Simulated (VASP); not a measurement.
A run of VASP 6.6.1 is set up as follows.

File INCAR:

```
SYSTEM = Sn
PREC = Accurate
ENCUT = 520
EDIFF = 1E-6
ISMEAR = 0
SIGMA = 0.15
LREAL = .FALSE.
LASPH = .TRUE.
NELM = 60
ALGO = Fast
ISIF = 2
LWAVE = .FALSE.
LCHARG = .TRUE.
GGA = PS
IVDW = 12
LELF = .TRUE.
LVHAR = .TRUE.
NBANDS = 13
```

KPOINTS

```
regular mesh
0
G
  20 20 20
  0 0 0
```

Contents of POSCAR:

```
Sn
1.0
   -1.6551308167      1.6551308167      2.4826962251
    1.6551308167     -1.6551308167      2.4826962251
    1.6551308167      1.6551308167     -2.4826962251
Sn
1
Direct
    0.0000000000      0.0000000000      0.0000000000
```

Potentials or basis: VASP PAW PBE potentials, release 64 (Sn_d).

Launch:

```sh
$ cat potpaw_PBE.64/Sn_d/POTCAR > POTCAR
$ mpirun -np 1 vasp_std > vasp.out
```

(1) Predict the band gap on the k mesh.

(2) Predict the pressure.

(3) What does it give for the dispersion energy per atom?

## Answers

(1) zero (bands 7 and 8 overlap by 9.87 eV).

(2) -3.8 GPa.

(3) -0.389 eV.

Caveat: the cell stands under tension; the PAW data sets were made with another functional, which shifts forces and pressure a little; spin-orbit coupling is left out, which moves the levels of the heavy elements.
